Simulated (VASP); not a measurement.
Wanted: the native input for a VASP 6.6.1 run.

```
Task                   : single point
Functional             : PBE
Potentials or basis    : VASP PAW PBE potentials, release 64 (C, O)
Cutoff                 : 520 eV
k mesh                 : 25 × 25 × 25
Occupations            : fermi-dirac, width 0.0612256 eV
Spin                   : no spin polarisation
Dipole correction      : no
Further INCAR settings : ALGO = Normal; EDIFF = 1e-06; NBANDS = 37
```

The structure of C2O3 lies in POSCAR:

```
C2O3
1.0
    4.3592912813      0.0000000000      0.0000000000
    0.0000000000      4.3592912813      0.0000000000
    0.0000000000      0.0000000000      4.3592912813
C O
4 6
Direct
    0.2500000000      0.2500000000      0.2500000000
    0.7500000000      0.7500000000      0.2500000000
    0.7500000000      0.2500000000      0.7500000000
    0.2500000000      0.7500000000      0.7500000000
    0.5000000000      0.0000000000      0.0000000000
    0.0000000000      0.5000000000      0.0000000000
    0.0000000000      0.0000000000      0.5000000000
    0.5000000000      0.5000000000      0.0000000000
    0.5000000000      0.0000000000      0.5000000000
    0.0000000000      0.5000000000      0.5000000000
```

These files were run (other wordings do the same):

INCAR

```
SYSTEM = C2O3
PREC = Accurate ; ENCUT = 520
EDIFF = 1E-6 ; ISMEAR = -1
SIGMA = 0.06122561905347299 ; LREAL = .False.
LASPH = .True. ; NELM = 60
ALGO = Normal ; ISIF = 2
LWAVE = .False. ; LCHARG = .False.
GGA = PE ; NBANDS = 37
KPAR = 4
```

KPOINTS

```
regular mesh
0
Gamma
  25 25 25
  0 0 0
```

Potentials or basis: VASP PAW PBE potentials, release 64 (C, O).

Run with:

```sh
$ cat potpaw_PBE.64/C/POTCAR potpaw_PBE.64/O/POTCAR > POTCAR
$ mpirun -np 4 vasp_std > vasp.out
```

Results of the run:

```
Pressure               : 3.1 GPa
Band gap on the k mesh : zero (bands 26 and 27 overlap by 0.80 eV)
```

Caveat: the cell stands under pressure.

Run time: 2.5 min on 4 MPI ranks on Intel(R) Xeon(R) Platinum 8488C (Sapphire Rapids), with other jobs on the host, peak memory 0.91 GiB a rank.
